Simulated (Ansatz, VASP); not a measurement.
**Two plane-wave programs on HfSiO4**

```
CELL_PARAMETERS angstrom
-3.28625 3.28625 3.04123
3.28625 -3.28625 3.04123
3.28625 3.28625 -3.04123
ATOMIC_POSITIONS crystal
Hf 0.75000 0.25000 0.50000
Hf 0.00000 0.00000 0.00000
Si 0.25000 0.75000 0.50000
Si 0.50000 0.50000 0.00000
O 0.13482 0.31981 0.81502
O 0.06981 0.75479 0.68498
O 0.50479 0.31981 0.18498
O 0.06981 0.38482 0.31502
O 0.61518 0.93019 0.68498
O 0.68019 0.86518 0.18498
O 0.24521 0.93019 0.31502
O 0.68019 0.49521 0.81502
```

Change from the starting cell: z stretched by +2 %, ions relaxed.

Alike in both runs: functional PBE; k mesh 7 × 7 × 7; occupations fermi-dirac, width 0.02 eV; no spin polarisation.

Ansatz relaxed the structure, and its values are those at the end. VASP's run is a single point on that final structure, the one shown.

|  | VASP | Ansatz |
| --- | --- | --- |
| version | VASP 6.6.1 | Ansatz 0.2.0 |
| potentials or method | VASP PAW PBE potentials, release 64 (Hf_pv, Si, O) | plane-wave PAW, scalar-relativistic |
| plane-wave cutoff (eV) | 520 | 420 |
| valence electrons in the cell | 76 | 108 |

|  | VASP | Ansatz | Ansatz less VASP |
| --- | --- | --- | --- |
| gap on the k mesh at the Fermi level (eV) | 5.32 | 5.38 | +0.056 |
| pressure (GPa) | 0.2 | 1.8 | +1.63 |
| rms of the force components (eV/Å) | 0.091 | 0.003 | -0.0871 |

VASP's potentials hold 76 valence electrons a cell and Ansatz's 108, so a difference there can come from the potentials and not from the codes. Ansatz's warnings: stress scf threshold loose.

Neither program's run includes spin-orbit coupling.
